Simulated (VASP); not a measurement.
Wanted: the native input for a VASP 6.6.1 run.

| Quantity | Value |
| --- | --- |
| Task | relaxation of cell and atoms |
| Functional | PBE |
| Dispersion | D3(BJ) |
| Potentials or basis | VASP PAW PBE potentials, release 64 (Hg) |
| Cutoff | 600 eV |
| k mesh | 9 × 9 × 14 |
| Occupations | gaussian, width 0.1 eV |
| Spin | no spin polarisation |
| Dipole correction | no |
| Further INCAR settings | ALGO = Fast; EDIFF = 1e-06; IBRION = 2; EDIFFG = -0.005; NSW = 100; ISIF = 3 |

The structure of Hg lies in POSCAR:

```
Hg
1.0
    5.4666964342      0.0000000000      0.0000000000
   -2.7333482171      4.7342979868      0.0000000000
    0.0000000000      0.0000000000      3.1852178100
Hg
3
Direct
    0.3333333300      0.6666666700      0.5000000000
    0.6666666700      0.3333333300      0.5000000000
    0.0000000000      0.0000000000      0.0000000000
```

One way to write it, as run:

INCAR

```
SYSTEM = Hg
  PREC = Accurate
  ENCUT = 600
  EDIFF = 1E-6
  ISMEAR = 0
  SIGMA = 0.1
  LREAL = .False.
  LASPH = .True.
  NELM = 60
  ALGO = Fast
  ISIF = 3
  LWAVE = .False.
  LCHARG = .False.
  GGA = PE
  IVDW = 12
  IBRION = 2
  NSW = 100
  EDIFFG = -0.005
```

KPOINTS

```
Automatic mesh
0
Gamma
  9 9 14
  0 0 0
```

Potentials or basis: VASP PAW PBE potentials, release 64 (Hg).

The run is started by

```console
$ cat potpaw_PBE.64/Hg/POTCAR > POTCAR
$ mpirun -np 1 vasp_std > vasp.out
```

It gave:

| Item | Value |
| --- | --- |
| Relaxed volume | 26.02 Å³/atom |
| Relaxed cell | a = 5.347 Å, b = 5.347 Å, c = 3.153 Å, α = 90.00°, β = 90.00°, γ = 120.00° |
| Space group after relaxing (to 0.05 Å) | P6/mmm (No. 191) |
| Energy gained by relaxing | 5.5 meV/atom |
| Ionic steps | 7 |
| Pressure after relaxing | 0.0 GPa |
| Band gap on the k mesh | zero (band 18 reaches 4.44 eV, above the bottom of band 19 at 0.99 eV) |
| Dispersion energy per atom | -0.403 eV |

Caveat: spin-orbit coupling is left out, which moves the levels of the heavy elements; pairwise dispersion overbinds metals, which lowers pressure and volume.

It took 17 min on 1 thread of Oxide Virtual Turin-like Processor, with other jobs on the host, peak memory 0.33 GiB.
